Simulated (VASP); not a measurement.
# In3P (R-3m) in VASP: notebook

The runs below take In3P through single point, relaxation of cell and atoms, with PBE.

Everything below comes from runs of VASP 6.6.1. Logs are shortened: lines on timing, memory, paths and dates and some standing lists are left out, and cuts for length are marked.

### Step 1. The cell of the first run

It takes space group R-3m (No. 166, trigonal). Conventional cell: a = 6.098 Å, b = 6.098 Å, c = 13.264 Å, α = 90.00°, β = 90.00°, γ = 120.00°. Within 3.7 Å of In (site symmetry 2/m) lie 2 P at 2.83 Å and 4 In at 3.05 Å. P (site symmetry -3m) has 6 In at 2.83 Å within 3.7 Å.

The cell was generated, and may not be a known phase.

### Step 2. Single point, PBE

The input, INCAR:

```
ALGO = Normal ; EDIFF = 1E-6
ENCUT = 520 ; GGA = PE
ISIF = 2 ; ISMEAR = 0
LASPH = T ; LCHARG = F
LREAL = F ; LWAVE = F
NBANDS = 30 ; NELM = 60
PREC = Accurate ; SIGMA = 0.1
```

The input, KPOINTS:

```
k-points
0
Gamma
  6 6 6
```

The input, POSCAR:

```
In3P
1.0
    3.0491378856      1.7604205813      4.4212992225
   -3.0491378856      1.7604205813      4.4212992225
    0.0000000000     -3.5208411558      4.4212992252
In P
3 1
Direct
    0.0000000000      0.0000000000      0.5000000000
    0.5000000000      0.0000000000      0.0000000000
    0.0000000000      0.5000000000      0.0000000000
    0.0000000000      0.0000000000      0.0000000000
```

Potentials or basis: VASP PAW PBE potentials, release 64 (In_d, P).

Started as:

```
$ cat potpaw_PBE.64/In_d/POTCAR potpaw_PBE.64/P/POTCAR > POTCAR
$ mpirun -np 1 vasp_std > vasp.out
```

OUTCAR:

```text
EDIFF = 1E-6
   ENCUT = 520
   GGA = PE
   ISIF = 2
   ISMEAR = 0
   LASPH = T
   LREAL = F
   NELM = 60
   PREC = Accurate

 ion  position               nearest neighbor table
   1  0.000  0.000  0.500-   4 2.83   4 2.83   3 3.05   2 3.05   3 3.05   2 3.05
   2  0.500  0.000  0.000-   4 2.83   4 2.83   1 3.05   1 3.05   3 3.05   3 3.05
   3  0.000  0.500  0.000-   4 2.83   4 2.83   1 3.05   1 3.05   2 3.05   2 3.05
   4  0.000  0.000  0.000-   1 2.83   1 2.83   3 2.83   2 2.83   3 2.83   2 2.83

  LATTYP: Found a trigonal (rhomboedric) cell.
 ALAT       =     5.6519208490
 COS(alpha) =     0.4179075298

  Lattice vectors:

 A1 = (   3.0491378856,   1.7604205813,   4.4212992225)
 A2 = (  -3.0491378856,   1.7604205813,   4.4212992225)
 A3 = (   0.0000000000,  -3.5208411558,   4.4212992252)

Analysis of symmetry for initial positions (statically):
=====================================================================
 Subroutine PRICEL returns:
 Original cell was already a primitive cell.

 Routine SETGRP: Setting up the symmetry group for a
 trigonal (rhombohedral) supercell.

 Subroutine GETGRP returns: Found 12 space group operations
 (whereof 12 operations were pure point group operations)
 out of a pool of 12 trial point group operations.

The static configuration has the point symmetry D_3d.

Analysis of symmetry for dynamics (positions and initial velocities):
=====================================================================
 Subroutine PRICEL returns:
 Original cell was already a primitive cell.

 Routine SETGRP: Setting up the symmetry group for a
 trigonal (rhombohedral) supercell.

 Subroutine GETGRP returns: Found 12 space group operations
 (whereof 12 operations were pure point group operations)
 out of a pool of 12 trial point group operations.

The dynamic configuration has the point symmetry D_3d.

 Subroutine INISYM returns: Found 12 space group operations
 (whereof 12 operations are pure point group operations),
 and found     1 'primitive' translations

----------------------------------------------------------------------------------------

                                     Primitive cell

  volume of cell :     142.3950

  direct lattice vectors                    reciprocal lattice vectors
[... 88 lines left out ...]
   LASPH  =      T    aspherical Exc in radial PAW
   ENCUT  =  520.0 eV  38.22 Ry    6.18 a.u.  10.51 10.51 10.51*2*pi/ulx,y,z
   NELM   =     60;   NELMIN=  2; NELMDL= -5     # of ELM steps
   EDIFF  = 0.1E-05   stopping-criterion for ELM
   LREAL  =      F    real-space projection
   EDIFFG = 0.1E-04   stopping-criterion for IOM
   NSW    =      0    number of steps for IOM
   IBRION =     -1    ionic relax: 0-MD 1-quasi-New 2-CG
   NFREE  =      0    steps in history (QN), initial steepest desc. (CG)
   ISIF   =      2    stress and relaxation
   ISYM   =      2    0-nonsym 1-usesym 2-fastsym
   POTIM  = 0.5000    time-step for ionic-motion
   TEBEG  =    0.0;   TEEND  =   0.0 temperature during run
   PSTRESS=    0.0 pullay stress
   NELECT =      44.0000    total number of electrons
   NUPDOWN=      -1.0000    fix difference up-down
   EMIN   =  10.00;   EMAX   =-10.00  energy-range for DOS
   EFERMI =   0.00;   METHOD = LEGACY
   ISMEAR =     0;   SIGMA  =   0.10  broadening in eV -4-tet -1-fermi 0-gaus
   EFERMI_NEDOS =   21; number of points for ismear=-14 and -15
   IALGO  =     38    algorithm
   IMIX   =      4    mixing-type and parameters
     AMIX     =   0.40;   BMIX     =  1.00
     AMIX_MAG =   1.60;   BMIX_MAG =  1.00
  volume/ion in A,a.u.               =      35.60       240.23
  Fermi-wavevector in a.u.,A,eV,Ry     =   1.106779  2.091509 16.666584  1.224959
  Thomas-Fermi vector in A             =   2.243284
   LORBIT       =      0    0 simple, 1 ext, 2 COOP (PROOUT), +10 PAW based schemes
   GGA     = PE    functional components
   LHFCALC =     F    Hartree Fock is set to
   AEXX    =    0.0000 exact exchange contribution
   IVDW    =     0    specifies the selected vdW correction
   LEPSILON=     F    determine dielectric tensor
   LRPA    =     F    only Hartree local field effects (RPA)
 non-spin polarized calculation
 Gauss-broadening in eV      SIGMA  =   0.10
  energy-cutoff  :      520.00
  volume of cell :      142.39
 maximum number of plane-waves:      3859
   NGX = 21   NGY = 21   NGZ = 21

 number of electron      44.0000003 magnetization

 Free energy of the ion-electron system (eV)
  ---------------------------------------------------
  ext. energy  EPLUGINS =         0.00000000
  ---------------------------------------------------
  free energy    TOTEN  =       -11.35279711 eV

  energy without entropy =      -11.33867848  energy(sigma->0) =      -11.34573780

 E-fermi :   3.6101     XC(G=0):  -8.0696

 val. band max:        3.5499658823   @ k =  -0.3333   0.3333   0.1667
 cond. band min:       3.6427214859   @ k =  -0.3333   0.5000   0.1667
 fundamental gap:      0.0927556036
 Fermi energy:         3.6101063600

 k-point     1 :       0.0000    0.0000    0.0000
  band No.  band energies     occupation
      1     -11.3923      2.00000
      2     -11.2708      2.00000
      3     -11.2708      2.00000
      4     -11.2515      2.00000
      5     -11.0407      2.00000
      6     -10.9936      2.00000
[... 781 lines left out ...]
     29       8.8126      0.00000
     30       9.9201      0.00000

 [... further k-points ...]

------------------------ aborting loop because EDIFF is reached ----------------------------------------

  FORCE on cell =-STRESS in cart. coord.  units (eV):
  Direction    XX          YY          ZZ          XY          YZ          ZX
  --------------------------------------------------------------------------------------
  -------------------------------------------------------------------------------------
  Total       -0.0587545     -0.0587545     -0.1455922      0.0000000     -0.0000000      0.0000000
  in kB       -0.6610847     -0.6610847     -1.6381515      0.0000000     -0.0000000      0.0000000
  external PRESSURE =      -0.9867736 kB  Pullay stress =       0.0000000 kB

 VOLUME and BASIS-vectors are now :
 -----------------------------------------------------------------------------
  energy-cutoff  :      520.00
  volume of cell :      142.39
      direct lattice vectors                 reciprocal lattice vectors
     3.049137886  1.760420581  4.421299223     0.163980777  0.094674346  0.075392620
    -3.049137886  1.760420581  4.421299223    -0.163980777  0.094674346  0.075392620
     0.000000000 -3.520841156  4.421299225     0.000000000 -0.189348692  0.075392620

 POSITION                                       TOTAL-FORCE (eV/Angst)
 -----------------------------------------------------------------------------------
      0.00000     -1.76042      2.21065        -0.000000     -0.000000      0.000000
      1.52457      0.88021      2.21065         0.000000      0.000000      0.000000
     -1.52457      0.88021      2.21065        -0.000000     -0.000000     -0.000000
      0.00000      0.00000      0.00000         0.000000      0.000000     -0.000000
 -----------------------------------------------------------------------------------
    total drift:                               -0.000000      0.000000     -0.000000

  FREE ENERGIE OF THE ION-ELECTRON SYSTEM (eV)
  ---------------------------------------------------
  free  energy   TOTEN  =       -11.3527971076 eV

  energy  without entropy=      -11.3386784849  energy(sigma->0) =      -11.34573780
```

OSZICAR:

```text
N       E                     dE             d eps       ncg     rms          rms(c)
DAV:   1     0.392782012620E+03    0.39278E+03   -0.20759E+04  1920   0.167E+03
DAV:   2     0.277857285812E+02   -0.36500E+03   -0.35712E+03  1932   0.419E+02
DAV:   3    -0.101584427072E+02   -0.37944E+02   -0.37132E+02  2330   0.156E+02
DAV:   4    -0.119600978192E+02   -0.18017E+01   -0.17939E+01  2256   0.366E+01
DAV:   5    -0.120525944153E+02   -0.92497E-01   -0.92485E-01  2858   0.733E+00    0.587E+00
DAV:   6    -0.113483314986E+02    0.70426E+00   -0.28183E+00  2682   0.101E+01    0.339E+00
DAV:   7    -0.113554438792E+02   -0.71124E-02   -0.36175E-01  2130   0.279E+00    0.156E+00
DAV:   8    -0.113512609834E+02    0.41829E-02   -0.57419E-02  2858   0.115E+00    0.435E-01
DAV:   9    -0.113517323544E+02   -0.47137E-03   -0.19648E-02  2584   0.722E-01    0.188E-01
DAV:  10    -0.113524361722E+02   -0.70382E-03   -0.35934E-03  2194   0.421E-01    0.577E-02
DAV:  11    -0.113527262650E+02   -0.29009E-03   -0.84485E-04  2390   0.151E-01    0.459E-02
DAV:  12    -0.113527888369E+02   -0.62572E-04   -0.14870E-04  2380   0.680E-02    0.134E-02
DAV:  13    -0.113527961562E+02   -0.73192E-05   -0.18706E-05  2184   0.237E-02    0.111E-02
DAV:  14    -0.113527971076E+02   -0.95138E-06   -0.31924E-06  1818   0.109E-02
   1 F= -.11352797E+02 E0= -.11345738E+02  d E =-.141186E-01
```

stdout:

```text
POSCAR found type information on POSCAR InP
 POSCAR found :  2 types and       4 ions
 scaLAPACK will be used
 LDA part: xc-table for (Slater+PW92), standard interpolation
 POSCAR, INCAR and KPOINTS ok, starting setup
 FFT: planning ... GRIDC
 FFT: planning ... GRID_SOFT
 FFT: planning ... GRID
 WAVECAR not read
 entering main loop
```

Wall time 85 s (1 thread of AMD EPYC 9R45 (Zen 5), shared host); peak memory 0.29 GiB.

What came out:

```yaml
Free_energy: -11.3528 eV
Pressure: -0.1 GPa
Band_gap_on_the_k_mesh: zero (bands 22 and 23 overlap by 1.83 eV)
```

Levels at points of the mesh, in eV from the Fermi level:
| k point | band 19 | band 20 | band 21 | band 22 | band 23 | band 24 | band 25 | band 26 |
| --- | --- | --- | --- | --- | --- | --- | --- | --- |
| (0.00, 0.00, 0.00) | -2.57 | -2.57 | -2.31 | -2.31 | -0.67 | 0.73 | 0.73 | 3.23 |
| (0.50, 0.00, 0.00) | -3.46 | -2.90 | -2.34 | -0.09 | 0.89 | 2.95 | 3.14 | 3.16 |
| (0.50, 0.50, 0.00) | -4.30 | -2.74 | -1.35 | 0.89 | 1.36 | 2.59 | 3.00 | 3.01 |
| (0.50, 0.50, 0.50) | -3.73 | -2.22 | -0.45 | -0.45 | 0.84 | 1.64 | 1.64 | 1.92 |

Caveat: spin-orbit coupling is left out, which moves the levels of the heavy elements.

### Step 3. Single point, PBE

This run uses another cell than the first one, of 26.33 Å³/atom.

The input, INCAR:

```
SYSTEM = In3P
  ALGO = Normal
  EDIFF = 1E-6
  ENCUT = 520
  GGA = PE
  ISIF = 2
  ISMEAR = 0
  LASPH = .TRUE.
  LCHARG = .FALSE.
  LREAL = .FALSE.
  LWAVE = .FALSE.
  NBANDS = 30
  NELM = 100
  PREC = Accurate
  SIGMA = 0.1
```

The input, KPOINTS:

```
k-points
0
G
  6 6 6
  0 0 0
```

The input, POSCAR:

```
In3P
1.0
    3.0453995800      1.7582622700      3.2782798600
   -3.0453995800      1.7582622700      3.2782798600
    0.0000000000     -3.5165245300      3.2782798600
In P
3 1
Direct
    0.0000000000      0.0000000000      0.5000000000
    0.5000000000      0.0000000000      0.0000000000
    0.0000000000      0.5000000000      0.0000000000
    0.0000000000      0.0000000000      0.0000000000
```

Potentials or basis: VASP PAW PBE potentials, release 64 (In_d, P).

Started as:

```
$ cat potpaw_PBE.64/In_d/POTCAR potpaw_PBE.64/P/POTCAR > POTCAR
$ mpirun -np 1 vasp_std > vasp.out
```

It took 52 s on 1 thread of AMD EPYC 9R45 (Zen 5), shared host; peak memory 0.21 GiB.

The run converged. Its results:

| Property | Result |
| --- | --- |
| Free energy | -9.2234 eV |
| Pressure | 18.1 GPa |
| Band gap on the k mesh | zero (bands 22 and 23 overlap by 2.03 eV) |

Stress tensor (GPa, compression positive):
```
16.00  0.00  0.00
 0.00 16.00  0.00
 0.00  0.00 22.18
```

Levels at points of the mesh, in eV from the Fermi level:
| k point | band 18 | band 19 | band 20 | band 21 | band 22 | band 23 | band 24 | band 25 | band 26 | band 27 |
| --- | --- | --- | --- | --- | --- | --- | --- | --- | --- | --- |
| (0.00, 0.00, 0.00) | -5.44 | -5.44 | -3.72 | -2.95 | -2.95 | 0.71 | 1.59 | 1.59 | 4.12 | 5.07 |
| (0.50, 0.00, 0.00) | -5.72 | -4.97 | -3.73 | -3.07 | 0.79 | 1.29 | 1.48 | 1.59 | 2.16 | 4.15 |
| (0.50, 0.50, 0.00) | -6.78 | -4.90 | -3.69 | -2.74 | 1.35 | 1.57 | 1.94 | 2.02 | 3.38 | 3.53 |
| (0.50, 0.50, 0.50) | -6.12 | -6.12 | -3.21 | -1.90 | -1.90 | 2.31 | 3.02 | 3.26 | 3.26 | 3.72 |

Caveat: the stress differs along the axes, from 16 to 22 GPa; spin-orbit coupling is left out, which moves the levels of the heavy elements.

(Part 1 of 2 ends here.)

The gap in the log of VASP goes by the Fermi energy; the results here count the filled bands.